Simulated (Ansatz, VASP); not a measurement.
## Two plane-wave programs on K

Contents of INCAR:

```
PREC = Accurate ; ENCUT = 520
EDIFF = 1E-6 ; ISMEAR = 0
SIGMA = 0.1 ; LREAL = False
LASPH = True ; NELM = 80
ALGO = Normal ; ISIF = 2
LWAVE = False ; LCHARG = False
GGA = PS ; NBANDS = 10
```

Contents of KPOINTS:

```
Automatic mesh
0
Gamma
  6 6 4
```

File POSCAR:

```
K
1.0
    4.5808185515      0.0000000000      0.0000000000
   -2.2904092758      3.9671052357      0.0000000000
    0.0000000000      0.0000000000      4.2802023341
K
1
Direct
    0.0000000000      0.0000000000      0.0000000000
```

Input for Ansatz:

```yaml
crystal:
  lattice:
    - [4.5808185515, 0.0, 0.0]
    - [-2.2904092758, 3.9671052357, 0.0]
    - [0.0, 0.0, 4.2802023341]
  atoms:
    - { symbol: K, position: [0.0, 0.0, 0.0] }
basis:
  ecutwfc: 420
kpoints:
  mp_grid: { grid: [6, 6, 4] }
hamiltonian:
  xc: pbesol
scf:
  occupations: { method: gaussian, width: 0.1 }
  lower_state_search: "off"
output:
  forces: true
  stress: true
  eigenvalues: true
```

Alike in both runs: task single point; functional PBEsol; k mesh 6 × 6 × 4; occupations gaussian, width 0.1 eV; no spin polarisation.

|  | VASP | Ansatz |
| --- | --- | --- |
| version | VASP 6.6.1 | Ansatz 0.2.0 |
| potentials or method | VASP PAW PBE potentials, release 64 (K_sv), cutoff 520 eV | scalar-relativistic, plane waves, PAW |
| valence electrons in the cell | 9 | 9 |

|  | VASP | Ansatz | Ansatz less VASP |
| --- | --- | --- | --- |
| gap on the k mesh at the Fermi level (eV) | none | none | - |
| pressure (GPa) | -0.2 | -0.2 | +0.01 |
| traceless stress, the component that is largest in VASP (GPa) | -0.19 | -0.20 | -0.001 |

VASP's potentials were made for PBE, not for PBEsol. A gap of «none» marks a metal or a gap that the smearing closes.

The k mesh is coarse, so the values compare programs but aren't converged.
